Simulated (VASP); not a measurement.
**SnSe2: single point with PBEsol**

SnSe2:

```
CELL_PARAMETERS angstrom
3.82217 0.00000 0.00000
-1.91108 3.31010 0.00000
0.00000 0.00000 6.32296
ATOMIC_POSITIONS crystal
Sn 0.00000 0.00000 0.00000
Se 0.33333 0.66667 0.25086
Se 0.66667 0.33333 0.74914
```

This cell differs from its parent crystal: volume scaled by 1.03, then relaxed in part.

* Program: VASP 6.6.1
* Task: single point
* Functional: PBEsol
* Potentials or basis: VASP PAW PBE potentials, release 64 (Sn_d, Se)
* Cutoff: 520 eV
* k mesh: 12 × 12 × 6
* Occupations: gaussian, width 0.02 eV
* Spin: no spin polarisation

The pressure is -0.3 GPa. The largest force is 0.021 eV/Å and the band gap on the k mesh is 0.59 eV, indirect (least direct gap 1.11 eV).

Forces on the atoms (eV/Å):
```
Sn   0.000  0.000  0.000
Se   0.000  0.000  0.021
Se   0.000  0.000 -0.021
```

Levels at points of the mesh, in eV from the valence-band top:
| k point | band 10 | band 11 | band 12 | band 13 | band 14 | band 15 | band 16 | band 17 |
| --- | --- | --- | --- | --- | --- | --- | --- | --- |
| (0.00, 0.00, 0.00) | -0.53 | -0.24 | -0.24 | -0.21 | 0.94 | 3.00 | 4.60 | 4.60 |
| (0.50, 0.00, 0.00) | -2.87 | -2.43 | -1.24 | -0.27 | 1.07 | 3.66 | 5.29 | 5.29 |
| (0.00, 0.00, 0.50) | -0.62 | -0.62 | -0.10 | -0.10 | 2.37 | 2.90 | 4.38 | 4.38 |
| (0.50, 0.00, 0.50) | -2.27 | -2.05 | -0.82 | -0.62 | 0.64 | 4.05 | 4.63 | 5.66 |

It took 100 s on 1 thread of Intel(R) Xeon(R) Platinum 8488C (Sapphire Rapids), on a shared host, peak memory 0.29 GiB.

Caveat: the PAW data sets were made with another functional, which shifts forces and pressure a little; spin-orbit coupling is left out, which moves the levels of the heavy elements; this functional lacks dispersion, which binds the layers, so the pressure and a relaxed spacing across them are unreliable. A k mesh can miss the band edges.
